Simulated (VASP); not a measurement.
# Zr5TiN6 (P-6m2) in VASP: single point with PBE

Aim: the single point of Zr5TiN6 with PBE.

Program: VASP 6.6.1. These are calculated values, not measurements. Logs are shortened: lines on timing, memory, paths and dates and some standing lists are left out, and cuts for length are marked.

## (1) The cell of the first run

Symmetry: P-6m2, No. 187, hexagonal system. Conventional cell: a = 3.155 Å, b = 3.155 Å, c = 16.318 Å, α = 90.00°, β = 90.00°, γ = 120.00°. Zr (site symmetry 3m) has 6 N at 2.28 to 2.29 Å within 3.0 Å. Zr (site symmetry -6m2) has 6 N at 2.29 Å within 3.0 Å. Within 3.0 Å of Zr (site symmetry 3m) lie 6 N at 2.28 to 2.29 Å. Within 2.9 Å of Ti (site symmetry -6m2) lie 6 N at 2.21 Å. Within 2.9 Å of N (site symmetry 3m) lie 3 Ti at 2.21 Å and 3 Zr at 2.28 Å and 2 N at 2.52 to 2.76 Å. N (site symmetry 3m) has 6 Zr at 2.29 Å and 2 N at 2.76 Å within 3.0 Å. Within 3.0 Å of N (site symmetry 3m) lie 6 Zr at 2.28 to 2.29 Å and 2 N at 2.76 Å.

## (2) Single point, PBE

File INCAR:

```
SYSTEM = Zr5TiN6
PREC = Accurate
ENCUT = 520
EDIFF = 1E-6
ISMEAR = 0
SIGMA = 0.1
LREAL = .False.
LASPH = .True.
NELM = 100
ALGO = Normal
ISIF = 2
LWAVE = .False.
LCHARG = .False.
GGA = PE
NBANDS = 63
```

File KPOINTS:

```
Automatic mesh
0
Gamma
  12 12 4
  0 0 0
```

File POSCAR:

```
Zr5TiN6
1.0
    3.1550748667      0.0000000000      0.0000000000
   -1.5775374333      2.7323749854      0.0000000000
    0.0000000000      0.0000000000     16.3178794155
Zr Ti N
5 1 6
Direct
    0.3333333333      0.6666666667      0.6610313948
    0.3333333333      0.6666666667      0.0000000000
    0.3333333333      0.6666666667      0.3389686052
    0.6666666667      0.3333333333      0.8305439819
    0.6666666667      0.3333333333      0.1694560181
    0.6666666667      0.3333333333      0.5000000000
    0.0000000000      0.0000000000      0.5772094395
    0.0000000000      0.0000000000      0.9154424444
    0.0000000000      0.0000000000      0.2538807082
    0.0000000000      0.0000000000      0.7461192918
    0.0000000000      0.0000000000      0.0845575556
    0.0000000000      0.0000000000      0.4227905605
```

Potentials or basis: VASP PAW PBE potentials, release 64 (Zr_sv, Ti_sv, N).

Started as:

```sh
$ cat potpaw_PBE.64/Zr_sv/POTCAR potpaw_PBE.64/Ti_sv/POTCAR potpaw_PBE.64/N/POTCAR > POTCAR
$ mpirun -np 1 vasp_std > vasp.out
```

OUTCAR:

```text
SYSTEM = Zr5TiN6
   PREC = Accurate
   ENCUT = 520
   EDIFF = 1E-6
   ISMEAR = 0
   LREAL = .False.
   LASPH = .True.
   NELM = 100
   ISIF = 2
   GGA = PE

 ion  position               nearest neighbor table
   1  0.333  0.667  0.661-   7 2.28   7 2.28   7 2.28  10 2.29  10 2.29  10 2.29   6 3.20   6 3.20
                             6 3.20   4 3.31   4 3.31   4 3.31
   2  0.333  0.667  0.000-   8 2.29  11 2.29   8 2.29  11 2.29   8 2.29  11 2.29   4 3.31   5 3.31
                             4 3.31   5 3.31   4 3.31   5 3.31
   3  0.333  0.667  0.339-  12 2.28  12 2.28  12 2.28   9 2.29   9 2.29   9 2.29   6 3.20   6 3.20
                             6 3.20   5 3.31   5 3.31   5 3.31
   4  0.667  0.333  0.831-  10 2.28  10 2.28  10 2.28   8 2.29   8 2.29   8 2.29   2 3.31   2 3.31
                             2 3.31   1 3.31   1 3.31   1 3.31
   5  0.667  0.333  0.169-   9 2.28   9 2.28   9 2.28  11 2.29  11 2.29  11 2.29   2 3.31   2 3.31
                             2 3.31   3 3.31   3 3.31   3 3.31
   6  0.667  0.333  0.500-   7 2.21  12 2.21   7 2.21  12 2.21   7 2.21  12 2.21   1 3.20   3 3.20
                             1 3.20   3 3.20   1 3.20   3 3.20
   7  0.000  0.000  0.577-   6 2.21   6 2.21   6 2.21   1 2.28   1 2.28   1 2.28
   8  0.000  0.000  0.915-   2 2.29   2 2.29   2 2.29   4 2.29   4 2.29   4 2.29
   9  0.000  0.000  0.254-   5 2.28   5 2.28   5 2.28   3 2.29   3 2.29   3 2.29
  10  0.000  0.000  0.746-   4 2.28   4 2.28   4 2.28   1 2.29   1 2.29   1 2.29
  11  0.000  0.000  0.085-   2 2.29   2 2.29   2 2.29   5 2.29   5 2.29   5 2.29
  12  0.000  0.000  0.423-   6 2.21   6 2.21   6 2.21   3 2.28   3 2.28   3 2.28

  LATTYP: Found a hexagonal cell.
 ALAT       =     3.1550748667
 C/A-ratio  =     5.1719468174

  Lattice vectors:

 A1 = (   3.1550748667,   0.0000000000,   0.0000000000)
 A2 = (  -1.5775374333,   2.7323749854,   0.0000000000)
 A3 = (   0.0000000000,   0.0000000000,  16.3178794155)

Analysis of symmetry for initial positions (statically):
=====================================================================
 Subroutine PRICEL returns:
 Original cell was already a primitive cell.

 Routine SETGRP: Setting up the symmetry group for a
 hexagonal supercell.

 Subroutine GETGRP returns: Found 12 space group operations
 (whereof 12 operations were pure point group operations)
 out of a pool of 24 trial point group operations.

The static configuration has the point symmetry D_3h.

Analysis of symmetry for dynamics (positions and initial velocities):
=====================================================================
 Subroutine PRICEL returns:
 Original cell was already a primitive cell.

 Routine SETGRP: Setting up the symmetry group for a
 hexagonal supercell.

 Subroutine GETGRP returns: Found 12 space group operations
 (whereof 12 operations were pure point group operations)
 out of a pool of 24 trial point group operations.

The dynamic configuration has the point symmetry D_3h.

 Subroutine INISYM returns: Found 12 space group operations
 (whereof 12 operations are pure point group operations),
 and found     1 'primitive' translations

----------------------------------------------------------------------------------------

                                     Primitive cell

  volume of cell :     140.6740

  direct lattice vectors                    reciprocal lattice vectors
     3.155074867  0.000000000  0.000000000     0.316949690  0.182990989  0.000000000
    -1.577537433  2.732374985  0.000000000     0.000000000  0.365981977  0.000000000
     0.000000000  0.000000000 16.317879415     0.000000000  0.000000000  0.061282473

  length of vectors
     3.155074867  3.155074867 16.317879415     0.365981977  0.365981977  0.061282473

  position of ions in fractional coordinates (direct lattice)
     0.333333333  0.666666667  0.661031395
     0.333333333  0.666666667  0.000000000
     0.333333333  0.666666667  0.338968605
     0.666666667  0.333333333  0.830543982
     0.666666667  0.333333333  0.169456018
     0.666666667  0.333333333  0.500000000
     0.000000000  0.000000000  0.577209440
     0.000000000  0.000000000  0.915442444
     0.000000000  0.000000000  0.253880708
     0.000000000  0.000000000  0.746119292
     0.000000000  0.000000000  0.084557556
     0.000000000  0.000000000  0.422790560

  ion indices of the primitive-cell ions
[... 26 lines left out ...]
     0.000000000  0.030498498  0.000000000     0.000000000  0.083333333  0.000000000
     0.000000000  0.000000000  0.015320618     0.000000000  0.000000000  0.250000000

  Length of vectors
     0.030498498  0.030498498  0.015320618

  Shift w.r.t. Gamma in fractional coordinates (k-lattice)
     0.000000000  0.000000000  0.000000000

 Subroutine IBZKPT returns following result:
 ===========================================

 Found     57 irreducible k-points:

 Following reciprocal coordinates:
            Coordinates               Weight
  0.000000  0.000000  0.000000      1.000000
  0.083333  0.000000  0.000000      6.000000
  0.166667  0.000000  0.000000      6.000000
  0.250000  0.000000  0.000000      6.000000
  0.333333 -0.000000  0.000000      6.000000
  0.416667  0.000000  0.000000      6.000000
[... 16 lines left out ...]
  0.250000  0.000000  0.250000     12.000000
  0.333333 -0.000000  0.250000     12.000000
 [... further k-points ...]
   k-points           NKPTS =     57   k-points in BZ     NKDIM =     57   number of bands    NBANDS=     63
   number of dos      NEDOS =    301   number of ions     NIONS =     12
   total plane-waves  NPLWV =  72576
   dimension x,y,z NGX =    24 NGY =   24 NGZ =  126
   dimension x,y,z NGXF=    48 NGYF=   48 NGZF=  252
   ions per type =               5   1   6
   NGX,Y,Z   is equivalent  to a cutoff of  12.65, 12.65, 12.84 a.u.
   NGXF,Y,Z  is equivalent  to a cutoff of  25.29, 25.29, 25.67 a.u.
 SYSTEM =  Zr5TiN6
   PREC   = accura    normal or accurate (medium, high low for compatibility)
   ISTART =      0    job   : 0-new  1-cont  2-samecut
   ICHARG =      2    charge: 1-file 2-atom 10-const
   ISPIN  =      1    spin polarized calculation?
   LNONCOLLINEAR =      F non collinear calculations
   LSORBIT =      F    spin-orbit coupling
   LASPH  =      T    aspherical Exc in radial PAW
   ENCUT  =  520.0 eV  38.22 Ry    6.18 a.u.   5.87  5.87 30.34*2*pi/ulx,y,z
   NELM   =    100;   NELMIN=  2; NELMDL= -5     # of ELM steps
   EDIFF  = 0.1E-05   stopping-criterion for ELM
   LREAL  =      F    real-space projection
   EDIFFG = 0.1E-04   stopping-criterion for IOM
   NSW    =      0    number of steps for IOM
   IBRION =     -1    ionic relax: 0-MD 1-quasi-New 2-CG
   NFREE  =      0    steps in history (QN), initial steepest desc. (CG)
   ISIF   =      2    stress and relaxation
   ISYM   =      2    0-nonsym 1-usesym 2-fastsym
   POTIM  = 0.5000    time-step for ionic-motion
   TEBEG  =    0.0;   TEEND  =   0.0 temperature during run
   PSTRESS=    0.0 pullay stress
   NELECT =     102.0000    total number of electrons
   NUPDOWN=      -1.0000    fix difference up-down
   EMIN   =  10.00;   EMAX   =-10.00  energy-range for DOS
   EFERMI =   0.00;   METHOD = LEGACY
   ISMEAR =     0;   SIGMA  =   0.10  broadening in eV -4-tet -1-fermi 0-gaus
   EFERMI_NEDOS =   21; number of points for ismear=-14 and -15
   IALGO  =     38    algorithm
   IMIX   =      4    mixing-type and parameters
     AMIX     =   0.40;   BMIX     =  1.00
     AMIX_MAG =   1.60;   BMIX_MAG =  1.00
  volume/ion in A,a.u.               =      11.72        79.11
  Fermi-wavevector in a.u.,A,eV,Ry     =   1.470744  2.779303 29.430585  2.163087
  Thomas-Fermi vector in A             =   2.585964
   LORBIT       =      0    0 simple, 1 ext, 2 COOP (PROOUT), +10 PAW based schemes
   GGA     = PE    functional components
   LHFCALC =     F    Hartree Fock is set to
   AEXX    =    0.0000 exact exchange contribution
   IVDW    =     0    specifies the selected vdW correction
   LEPSILON=     F    determine dielectric tensor
   LRPA    =     F    only Hartree local field effects (RPA)
 non-spin polarized calculation
 Gauss-broadening in eV      SIGMA  =   0.10
  energy-cutoff  :      520.00
  volume of cell :      140.67
 maximum number of plane-waves:      3816
 NGX is ok and might be reduce to    24
   NGX = 11   NGY = 11   NGZ = 61

 number of electron     102.0000008 magnetization

 Free energy of the ion-electron system (eV)
  ---------------------------------------------------
  ext. energy  EPLUGINS =         0.00000000
  ---------------------------------------------------
  free energy    TOTEN  =      -120.42583775 eV

  energy without entropy =     -120.40536286  energy(sigma->0) =     -120.41560030

 E-fermi :  11.4052     XC(G=0): -12.5384

 val. band max:       11.3890241243   @ k =   0.3333   0.2500   0.2500
 cond. band min:      11.4134509407   @ k =   0.4167   0.1667   0.5000
 fundamental gap:      0.0244268164
 Fermi energy:        11.4052442508

 k-point     1 :       0.0000    0.0000    0.0000
  band No.  band energies     occupation
      1     -46.3734      2.00000
      2     -37.8141      2.00000
      3     -37.8092      2.00000
      4     -37.7827      2.00000
      5     -37.7177      2.00000
      6     -37.6967      2.00000
[... 1573 lines left out ...]
     62      14.6321      0.00000
     63      14.8818      0.00000

 [... further k-points ...]

------------------------ aborting loop because EDIFF is reached ----------------------------------------

  FORCE on cell =-STRESS in cart. coord.  units (eV):
  Direction    XX          YY          ZZ          XY          YZ          ZX
  --------------------------------------------------------------------------------------
  -------------------------------------------------------------------------------------
  Total        0.2475028      0.2475028      0.1928372      0.0000000     -0.0000000      0.0000000
  in kB        2.8188830      2.8188830      2.1962795      0.0000000     -0.0000000      0.0000000
  external PRESSURE =       2.6113485 kB  Pullay stress =       0.0000000 kB

 VOLUME and BASIS-vectors are now :
 -----------------------------------------------------------------------------
  energy-cutoff  :      520.00
  volume of cell :      140.67
      direct lattice vectors                 reciprocal lattice vectors
     3.155074867  0.000000000  0.000000000     0.316949690  0.182990989  0.000000000
    -1.577537433  2.732374985  0.000000000     0.000000000  0.365981977  0.000000000
     0.000000000  0.000000000 16.317879415     0.000000000  0.000000000  0.061282473

 POSITION                                       TOTAL-FORCE (eV/Angst)
 -----------------------------------------------------------------------------------
     -0.00000      1.82158     10.78663        -0.000000     -0.000000     -0.002303
     -0.00000      1.82158      0.00000        -0.000000     -0.000000      0.000000
     -0.00000      1.82158      5.53125        -0.000000      0.000000      0.002303
      1.57754      0.91079     13.55272         0.000000     -0.000000     -0.004900
      1.57754      0.91079      2.76516         0.000000     -0.000000      0.004900
      1.57754      0.91079      8.15894         0.000000     -0.000000      0.000000
      0.00000      0.00000      9.41883        -0.000000      0.000000      0.013766
      0.00000      0.00000     14.93808         0.000000      0.000000      0.001447
      0.00000      0.00000      4.14279        -0.000000     -0.000000      0.000421
      0.00000      0.00000     12.17508        -0.000000     -0.000000     -0.000421
      0.00000      0.00000      1.37980        -0.000000     -0.000000     -0.001447
      0.00000      0.00000      6.89905        -0.000000     -0.000000     -0.013766
 -----------------------------------------------------------------------------------
    total drift:                                0.000000     -0.000000      0.000000

  FREE ENERGIE OF THE ION-ELECTRON SYSTEM (eV)
  ---------------------------------------------------
  free  energy   TOTEN  =      -120.4258377508 eV

  energy  without entropy=     -120.4053628579  energy(sigma->0) =     -120.41560030
```

Run time: 19 min. Hardware: 1 thread of AMD EPYC 7R43 (Zen 3), shared host; peak memory 0.49 GiB.

What came out:

```
Free energy            : -120.4258 eV
Pressure               : 0.3 GPa
Largest force          : 0.014 eV/Å
Band gap on the k mesh : zero (bands 51 and 52 overlap by 0.94 eV)
```

Forces on the atoms (eV/Å):
```
Zr   0.000  0.000 -0.002
Zr   0.000  0.000  0.000
Zr   0.000  0.000  0.002
Zr   0.000  0.000 -0.005
Zr   0.000  0.000  0.005
Ti   0.000  0.000  0.000
N    0.000  0.000  0.014
N    0.000  0.000  0.001
N    0.000  0.000  0.000
N    0.000  0.000  0.000
N    0.000  0.000 -0.001
N    0.000  0.000 -0.014
```

The gap in the log of VASP goes by the Fermi energy; the results here count the filled bands.